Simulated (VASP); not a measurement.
IO:

```
CELL_PARAMETERS angstrom
3.87009 0.00000 0.00000
0.00000 3.87009 0.00000
0.00000 0.00000 3.87009
ATOMIC_POSITIONS crystal
O 0.00000 0.00000 0.00000
I 0.50000 0.50000 0.50000
```

Base run:

* Program: VASP 6.6.1
* Functional: PBE
* Potentials or basis: VASP PAW PBE potentials, release 64 (O, I)
* Cutoff: 600 eV
* k mesh: 5 × 5 × 5
* Occupations: fermi-dirac, width 0.1 eV
* Spin: no spin polarisation

Its results: pressure -9.2 GPa.

Q: The run is repeated on the same cell with these changes: spin from no spin polarisation to non-collinear spin, zero start, spin-orbit coupling; further incar settings from ALGO = Normal; EDIFF = 1e-06; NBANDS = 14 to ALGO = Normal; EDIFF = 1e-06; NBANDS = 25. What comes out?

A: Pressure -8.8 GPa; net moment 0.00 μB per cell.

Caveats: the cell stands under tension; an odd number of electrons without spin polarisation forces a metal (at least some runs); a magnetic or distorted state may lie lower (at least some runs).
